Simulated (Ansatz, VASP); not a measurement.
# KF: VASP beside Ansatz

INCAR

```
SYSTEM = KF
PREC = Accurate ; ENCUT = 520
EDIFF = 1E-6 ; ISMEAR = 0
SIGMA = 0.05 ; LREAL = .FALSE.
LASPH = .TRUE. ; NELM = 100
ALGO = Normal ; ISIF = 2
LWAVE = .FALSE. ; LCHARG = .FALSE.
GGA = CA ; NBANDS = 15
```

Contents of KPOINTS:

```
regular mesh
0
G
  8 8 8
  0 0 0
```

File POSCAR:

```
KF
1.0
    0.0000000000      2.5817196783      2.9689776300
    2.4009993008      0.0000000000      2.9689776300
    2.4009993008      2.5817196783      0.0000000000
K F
1 1
Direct
    0.0000000000      0.0000000000      0.0000000000
    0.5000000000      0.5000000000      0.5000000000
```

Input for Ansatz:

```yaml
crystal:
  lattice:
    - [0.0, 2.5817196783, 2.96897763]
    - [2.4009993008, 0.0, 2.96897763]
    - [2.4009993008, 2.5817196783, 0.0]
  atoms:
    - { symbol: K, position: [0.0, 0.0, 0.0] }
    - { symbol: F, position: [0.5, 0.5, 0.5] }
basis:
  ecutwfc: 520.0
kpoints:
  mp_grid: { grid: [8, 8, 8] }
hamiltonian:
  xc: lda
scf:
  occupations: { method: gaussian, width: 0.05 }
output:
  forces: true
  stress: true
  eigenvalues: true
  write_density: true
  write_potential: true
  elf: true
  volumetric_format: npy
```

Change from the starting cell: normal strain along x -0.0700, normal strain along z +0.1500.

Alike in both runs: task single point; functional LDA; k mesh 8 × 8 × 8; occupations gaussian, width 0.05 eV; no spin polarisation.

|  | VASP | Ansatz |
| --- | --- | --- |
| version | VASP 6.6.1 | Ansatz 0.2.0 |
| potentials or method | VASP PAW LDA potentials, release 64 (K_sv, F), cutoff 520 eV | scalar-relativistic, plane waves, PAW |
| valence electrons in the cell | 16 | 16 |

|  | VASP | Ansatz | Ansatz less VASP |
| --- | --- | --- | --- |
| gap on the k mesh at the Fermi level (eV) | 5.51 | 5.53 | +0.021 |
| least direct gap on the mesh (eV) | 5.53 | 5.55 | +0.023 |
| pressure (GPa) | 1.0 | 0.7 | -0.26 |
| traceless stress, the component that is largest in VASP (GPa) | 7.06 | 6.68 | -0.380 |

LDA's correlation is that of Perdew and Zunger in VASP and of Perdew and Wang (1992) in Ansatz.
